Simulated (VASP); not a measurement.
# Hg: single point with PBE

Crystal: Hg.

```
Hg
1.0
     0.00000    3.23548    3.23548
     3.23548    0.00000    3.23548
     3.23548    3.23548    0.00000
Hg
2
Cartesian
  -0.8089 -0.8089 -0.8089
  0.8089 0.8089 0.8089
```

```json
{
 "Program": "VASP 6.6.1",
 "Task": "single point",
 "Functional": "PBE",
 "Potentials or basis": "VASP PAW PBE potentials, release 64 (Hg)",
 "Cutoff": "520 eV",
 "k mesh": "11 × 11 × 11",
 "Occupations": "fermi-dirac, width 0.05 eV",
 "Spin": "no spin polarisation"
}
```

```json
{
 "Pressure": "4.5 GPa",
 "Band gap on the k mesh": "zero (bands 12 and 13 overlap by 3.87 eV)"
}
```

Levels at points of the mesh, in eV from the Fermi level:
```tsv
k point	band 10	band 11	band 12	band 13	band 14	band 15
(0.00, 0.00, 0.00)	-6.27	-6.27	3.56	5.24	5.24	5.24
```

Run time: 22 s on 1 thread of Intel(R) Xeon(R) 6975P-C (Granite Rapids) (shared host), peak memory 0.23 GiB.

Caveat: the cell stands under pressure; spin-orbit coupling is left out, which moves the levels of the heavy elements.
